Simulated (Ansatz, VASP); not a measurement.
## BN in VASP and in Ansatz

```xyz
4
Lattice="2.5546 0.0000 0.0000 -1.2773 2.2123 0.0000 0.0000 0.0000 4.2245" Properties=species:S:1:pos:R:3 pbc="T T T"
B     1.2773    0.7374    4.2237
B     0.0000    1.4749    2.1114
N     0.8273    0.7374    3.0911
N     0.0000    1.4749    0.5289
```

Alike in both runs: task single point; functional PBE; k mesh 12 × 12 × 6; occupations gaussian, width 0.05 eV; no spin polarisation.

|  | VASP | Ansatz |
| --- | --- | --- |
| version | VASP 6.6.1 | Ansatz 0.2.0 |
| potentials or method | VASP PAW PBE potentials, release 64 (B, N), cutoff 520 eV | scalar-relativistic, plane waves, PAW |
| valence electrons in the cell | 16 | 16 |

Ansatz gave:

- gap on the k mesh at the Fermi level (eV): 0.26
- least direct gap on the mesh (eV): 3.00
- rms of the force components (eV/Å): 7.745

Problem. Estimate VASP's values.

Solution. gap on the k mesh at the Fermi level (eV): 0.25; least direct gap on the mesh (eV): 3.00; rms of the force components (eV/Å): 7.773.

Atom by atom the forces differ by 0.032 eV/Å (rms over components).
